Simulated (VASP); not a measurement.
# Mg (Fm-3m) in VASP: single point with LDA

Aim: the single point of Mg with LDA.

Program: VASP 6.6.1. These are calculated values, not measurements. Logs are shortened: lines on timing, memory, paths and dates and some standing lists are left out, and cuts for length are marked.

### Step 1. The cell of the first run

The structure is cubic, space group Fm-3m (No. 225). The conventional cell has a = 4.489 Å, b = 4.489 Å, c = 4.489 Å, α = 90.00°, β = 90.00°, γ = 90.00°. Within 4.2 Å of Mg (site symmetry m-3m) lie 12 Mg at 3.17 Å.

### Step 2. Single point, LDA

Contents of INCAR:

```
SYSTEM = Mg
PREC = Accurate ; ENCUT = 600
EDIFF = 1E-6 ; ISMEAR = -1
SIGMA = 0.1 ; LREAL = .False.
LASPH = .True. ; NELM = 120
ALGO = Normal ; ISIF = 2
LWAVE = .False. ; LCHARG = .True.
LELF = .True. ; LVHAR = .True.
NBANDS = 7 ; GGA_COMPAT = .False.
```

Contents of KPOINTS:

```
regular mesh
0
Gamma
  8 8 8
  0 0 0
```

Contents of POSCAR:

```
Mg
1.0
    0.0000000000      2.2442600000      2.2442600000
    2.2442600000      0.0000000000      2.2442600000
    2.2442600000      2.2442600000      0.0000000000
Mg
1
Direct
    0.0000000000      0.0000000000      0.0000000000
```

Potentials or basis: VASP PAW LDA potentials, release 64 (Mg).

On the command line:

```console
cat potpaw_LDA.64/Mg/POTCAR > POTCAR
mpirun -np 1 vasp_std > vasp.out
```

OUTCAR:

```text
SYSTEM = Mg
   PREC = Accurate
   ENCUT = 600
   EDIFF = 1E-6
   ISMEAR = -1
   LREAL = .False.
   LASPH = .True.
   NELM = 120
   ISIF = 2

 ion  position               nearest neighbor table
   1  0.000  0.000  0.000-

  LATTYP: Found a face centered cubic cell.
 ALAT       =     4.4885200000

  Lattice vectors:

 A1 = (   0.0000000000,   2.2442600000,   2.2442600000)
 A2 = (   2.2442600000,   0.0000000000,   2.2442600000)
 A3 = (   2.2442600000,   2.2442600000,   0.0000000000)

Analysis of symmetry for initial positions (statically):
=====================================================================
 Subroutine PRICEL returns:
 Original cell was already a primitive cell.

 Routine SETGRP: Setting up the symmetry group for a
 face centered cubic supercell.

 Subroutine GETGRP returns: Found 48 space group operations
 (whereof 48 operations were pure point group operations)
 out of a pool of 48 trial point group operations.

The static configuration has the point symmetry O_h .

Analysis of symmetry for dynamics (positions and initial velocities):
=====================================================================
 Subroutine PRICEL returns:
 Original cell was already a primitive cell.

 Routine SETGRP: Setting up the symmetry group for a
 face centered cubic supercell.

 Subroutine GETGRP returns: Found 48 space group operations
 (whereof 48 operations were pure point group operations)
 out of a pool of 48 trial point group operations.

The dynamic configuration has the point symmetry O_h .

 Subroutine INISYM returns: Found 48 space group operations
 (whereof 48 operations are pure point group operations),
 and found     1 'primitive' translations

----------------------------------------------------------------------------------------

                                     Primitive cell

  volume of cell :      22.6073

  direct lattice vectors                    reciprocal lattice vectors
     0.000000000  2.244260000  2.244260000    -0.222790586  0.222790586  0.222790586
     2.244260000  0.000000000  2.244260000     0.222790586 -0.222790586  0.222790586
     2.244260000  2.244260000  0.000000000     0.222790586  0.222790586 -0.222790586

  length of vectors
     3.173862929  3.173862929  3.173862929     0.385884614  0.385884614  0.385884614

  position of ions in fractional coordinates (direct lattice)
     0.000000000  0.000000000  0.000000000

  ion indices of the primitive-cell ions
   primitive index   ion index
[... 73 lines left out ...]
   EDIFF  = 0.1E-05   stopping-criterion for ELM
   LREAL  =      F    real-space projection
   EDIFFG = 0.1E-04   stopping-criterion for IOM
   NSW    =      0    number of steps for IOM
   IBRION =     -1    ionic relax: 0-MD 1-quasi-New 2-CG
   NFREE  =      0    steps in history (QN), initial steepest desc. (CG)
   ISIF   =      2    stress and relaxation
   ISYM   =      2    0-nonsym 1-usesym 2-fastsym
   POTIM  = 0.5000    time-step for ionic-motion
   TEBEG  =    0.0;   TEEND  =   0.0 temperature during run
   PSTRESS=    0.0 pullay stress
   NELECT =       2.0000    total number of electrons
   NUPDOWN=      -1.0000    fix difference up-down
   EMIN   =  10.00;   EMAX   =-10.00  energy-range for DOS
   EFERMI =   0.00;   METHOD = LEGACY
   ISMEAR =    -1;   SIGMA  =   0.10  broadening in eV -4-tet -1-fermi 0-gaus
   EFERMI_NEDOS =   21; number of points for ismear=-14 and -15
   IALGO  =     38    algorithm
   IMIX   =      4    mixing-type and parameters
     AMIX     =   0.40;   BMIX     =  1.00
     AMIX_MAG =   1.60;   BMIX_MAG =  1.00
  volume/ion in A,a.u.               =      22.61       152.56
  Fermi-wavevector in a.u.,A,eV,Ry     =   0.729460  1.378480  7.239828  0.532112
  Thomas-Fermi vector in A             =   1.821188
   LORBIT       =      0    0 simple, 1 ext, 2 COOP (PROOUT), +10 PAW based schemes
   GGA     = CA    functional components
   LHFCALC =     F    Hartree Fock is set to
   AEXX    =    0.0000 exact exchange contribution
   IVDW    =     0    specifies the selected vdW correction
   LEPSILON=     F    determine dielectric tensor
   LRPA    =     F    only Hartree local field effects (RPA)
 non-spin polarized calculation
  energy-cutoff  :      600.00
  volume of cell :       22.61
 maximum number of plane-waves:       769
 NGX is ok and might be reduce to    28
   NGX = 13   NGY = 13   NGZ = 13

 number of electron       2.0000000 magnetization

 Free energy of the ion-electron system (eV)
  ---------------------------------------------------
  ext. energy  EPLUGINS =         0.00000000
  ---------------------------------------------------
  free energy    TOTEN  =        -1.80363559 eV

  energy without entropy =       -1.78366825  energy(sigma->0) =       -1.79365192

 E-fermi :   2.3190     XC(G=0):  -8.7292

 val. band max:        2.2628664237   @ k =   0.5000   0.1250   0.0000
 cond. band min:       2.3248085005   @ k =   0.5000   0.5000   0.0000
 fundamental gap:      0.0619420768
 Fermi energy:         2.3190308644

 k-point     1 :       0.0000    0.0000    0.0000
  band No.  band energies     occupation
      1      -4.4365      2.00000
      2      14.9367      0.00000
      3      14.9367      0.00000
      4      14.9367      0.00000
      5      16.8141      0.00000
      6      16.8141      0.00000
      7      16.8141      0.00000
[... 221 lines left out ...]
 k-point    24 :      -0.3750    0.2500    0.1250
  band No.  band energies     occupation
      1       1.6931      1.99618
      2       2.1135      1.77294
      3       8.5945      0.00000
      4       9.4546      0.00000
      5      15.7782      0.00000
      6      15.8953      0.00000
      7      21.7490      0.00000

 [... further k-points ...]

------------------------ aborting loop because EDIFF is reached ----------------------------------------

  FORCE on cell =-STRESS in cart. coord.  units (eV):
  Direction    XX          YY          ZZ          XY          YZ          ZX
  --------------------------------------------------------------------------------------
  -------------------------------------------------------------------------------------
  Total       -0.2175497     -0.2175497     -0.2175497      0.0000000     -0.0000000     -0.0000000
  in kB      -15.4176985    -15.4176985    -15.4176985      0.0000000     -0.0000000     -0.0000000
  external PRESSURE =     -15.4176985 kB  Pullay stress =       0.0000000 kB

 VOLUME and BASIS-vectors are now :
 -----------------------------------------------------------------------------
  energy-cutoff  :      600.00
  volume of cell :       22.61
      direct lattice vectors                 reciprocal lattice vectors
     0.000000000  2.244260000  2.244260000    -0.222790586  0.222790586  0.222790586
     2.244260000  0.000000000  2.244260000     0.222790586 -0.222790586  0.222790586
     2.244260000  2.244260000  0.000000000     0.222790586  0.222790586 -0.222790586

 POSITION                                       TOTAL-FORCE (eV/Angst)
 -----------------------------------------------------------------------------------
      0.00000      0.00000      0.00000         0.000000      0.000000     -0.000000
 -----------------------------------------------------------------------------------
    total drift:                                0.000000     -0.000000     -0.000000

  FREE ENERGIE OF THE ION-ELECTRON SYSTEM (eV)
  ---------------------------------------------------
  free  energy   TOTEN  =        -1.8036355945 eV

  energy  without entropy=       -1.7836682470  energy(sigma->0) =       -1.79365192
```

OSZICAR:

```text
N       E                     dE             d eps       ncg     rms          rms(c)
DAV:   1    -0.103438248798E+01   -0.10344E+01   -0.75605E+02   441   0.209E+02
DAV:   2    -0.181131805800E+01   -0.77694E+00   -0.73048E+00   574   0.121E+01
DAV:   3    -0.181394888636E+01   -0.26308E-02   -0.26304E-02   518   0.751E-01
DAV:   4    -0.181395555390E+01   -0.66675E-05   -0.66675E-05   658   0.216E-02
DAV:   5    -0.181395555448E+01   -0.57757E-09   -0.40758E-09   511   0.203E-04    0.633E-01
DAV:   6    -0.180815042388E+01    0.58051E-02   -0.49990E-04   588   0.971E-02    0.401E-01
DAV:   7    -0.180363867435E+01    0.45117E-02   -0.17252E-03   504   0.177E-01    0.213E-02
DAV:   8    -0.180363592494E+01    0.27494E-05   -0.91638E-06   630   0.161E-02    0.465E-03
DAV:   9    -0.180363559452E+01    0.33041E-06   -0.22429E-07   532   0.199E-03
   1 F= -.18036356E+01 E0= -.17936519E+01  d E =-.199673E-01
```

stdout:

```text
POSCAR found type information on POSCAR Mg
 POSCAR found :  1 types and       1 ions
 scaLAPACK will be used
 LDA part: xc-table for (Slater(with rela. corr.)+CA(PZ))
 , standard interpolation
 POSCAR, INCAR and KPOINTS ok, starting setup
 FFT: planning ... GRIDC
 FFT: planning ... GRID_SOFT
 FFT: planning ... GRID
 WAVECAR not read
 entering main loop
```

It took 2.9 s on 1 thread of Intel Xeon 6975P-C (Granite Rapids), shared host; peak memory 0.13 GiB.

Results:

| Property | Result |
| --- | --- |
| Free energy | -1.8036 eV |
| Pressure | -1.5 GPa |
| Band gap on the k mesh | zero (band 1 reaches 4.00 eV, above the bottom of band 2 at 1.22 eV) |

Levels at points of the mesh, in eV from the Fermi level:
```tsv
k point	band 1	band 2	band 3	band 4	band 5	band 6
(0.00, 0.00, 0.00)	-6.76	12.62	12.62	12.62	14.50	14.50
(0.50, 0.00, 0.00)	-1.48	-1.10	11.54	11.54	12.28	12.28
(0.50, 0.50, 0.00)	0.01	1.01	6.37	7.18	7.18	10.01
```
